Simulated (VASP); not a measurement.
B:

```
B
1.0
     3.74283    0.00000    0.00000
     0.00000    3.74283    0.00000
     0.00000    0.00000    3.74283
B
8
Direct
  0.00000 0.00000 0.00000
  0.50000 0.50000 0.50000
  0.25000 0.00000 0.50000
  0.75000 0.00000 0.50000
  0.50000 0.25000 0.00000
  0.50000 0.75000 0.00000
  0.00000 0.50000 0.25000
  0.00000 0.50000 0.75000
```

- Program: VASP 6.6.1
- Task: relaxation of cell and atoms
- Functional: PBE
- Potentials or basis: VASP PAW PBE potentials, release 64 (B)
- Cutoff: 600 eV
- k mesh: 7 × 7 × 7
- Occupations: fermi-dirac, width 0.1 eV
- Spin: no spin polarisation

At the start: pressure -13.7 GPa; volume 6.55 Å³/atom.

Where does the relaxation end?

Over 3 steps the energy falls by 18.3 meV/atom and the volume is 6.15 Å³/atom (-6.2 %); space group Pm-3n (No. 223, to 0.05 Å).

Step by step:
| step | energy change (eV) | largest force (eV/Å) | pressure (GPa) | volume (Å³) |
| --- | --- | --- | --- | --- |
| 1 | 0.0000 | 0.0000 | -13.70 | 52.43 |
| 2 | -0.1339 | 0.0000 | 4.59 | 48.29 |
| 3 | -0.1464 | 0.0000 | 0.03 | 49.18 |

Final structure:
```xyz
8
Lattice="3.6637 0.0000 0.0000 0.0000 3.6637 0.0000 0.0000 0.0000 3.6637" Properties=species:S:1:pos:R:3 pbc="T T T"
B     0.0000    0.0000    0.0000
B     1.8319    1.8319    1.8319
B     0.9159    0.0000    1.8319
B     2.7478    0.0000    1.8319
B     1.8319    0.9159    0.0000
B     1.8319    2.7478    0.0000
B     0.0000    1.8319    0.9159
B     0.0000    1.8319    2.7478
```
